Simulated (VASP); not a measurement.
Write the native input for VASP 6.6.1 that does the following.

| Quantity | Value |
| --- | --- |
| Task | single point |
| Functional | r2SCAN |
| Potentials or basis | VASP PAW PBE potentials, release 64 (Ge_d) |
| Cutoff | 520 eV |
| k mesh | 8 × 8 × 8 |
| Occupations | gaussian, width 0.01 eV |
| Spin | no spin polarisation |
| Dipole correction | no |
| Further INCAR settings | ALGO = Normal; EDIFF = 1e-06; NBANDS = 21 |

Crystal: Ge.

```
Ge
1.0
     0.00000    2.79432    2.79432
     2.79432    0.00000    2.79432
     2.79432    2.79432    0.00000
Ge
2
Cartesian
  0.0000 0.0000 0.0000
  1.3972 1.3972 1.3972
```

This cell differs from its parent crystal: strain -1.5%.

The input as run:

POSCAR

```
Ge
1.0
    0.0000000000      2.7943204091      2.7943204091
    2.7943204091      0.0000000000      2.7943204091
    2.7943204091      2.7943204091      0.0000000000
Ge
2
Direct
    0.0000000000      0.0000000000      0.0000000000
    0.2500000000      0.2500000000      0.2500000000
```

INCAR.step1

```
SYSTEM = Ge
PREC = Accurate ; ENCUT = 520
ISMEAR = 0 ; SIGMA = 0.01
LREAL = .FALSE. ; LASPH = .TRUE.
NELM = 80 ; NBANDS = 21
GGA = PE ; ALGO = Normal
EDIFF = 1E-4 ; LWAVE = .TRUE.
LCHARG = .FALSE.
```

INCAR.step2

```
SYSTEM = Ge
PREC = Accurate ; ENCUT = 520
EDIFF = 1E-6 ; ISMEAR = 0
SIGMA = 0.01 ; LREAL = .FALSE.
LASPH = .TRUE. ; NELM = 80
ALGO = Normal ; ISIF = 2
LWAVE = .FALSE. ; LCHARG = .FALSE.
METAGGA = R2SCAN ; LMIXTAU = .TRUE.
NBANDS = 21 ; ISTART = 1
```

KPOINTS

```
regular mesh
0
G
  8 8 8
  0 0 0
```

Potentials or basis: VASP PAW PBE potentials, release 64 (Ge_d).

Launch:

```bash
$ cat potpaw_PBE.64/Ge_d/POTCAR > POTCAR
$ cp INCAR.step1 INCAR
$ mpirun -np 1 vasp_std > vasp.out
$ cp INCAR.step2 INCAR
$ mpirun -np 1 vasp_std > vasp.out
```

Results of the run:

* Pressure: 3.7 GPa
* Band gap on the k mesh: 0.57 eV, indirect (least direct gap 0.76 eV)

Caveat: the cell differs from its parent crystal (strain -1.5%); the PAW data sets were made with another functional, which shifts forces and pressure a little.

Wall time 79 s on 1 thread of Intel(R) Xeon(R) Platinum 8375C CPU @ 2.90GHz (Ice Lake) (shared host), peak memory 0.17 GiB.
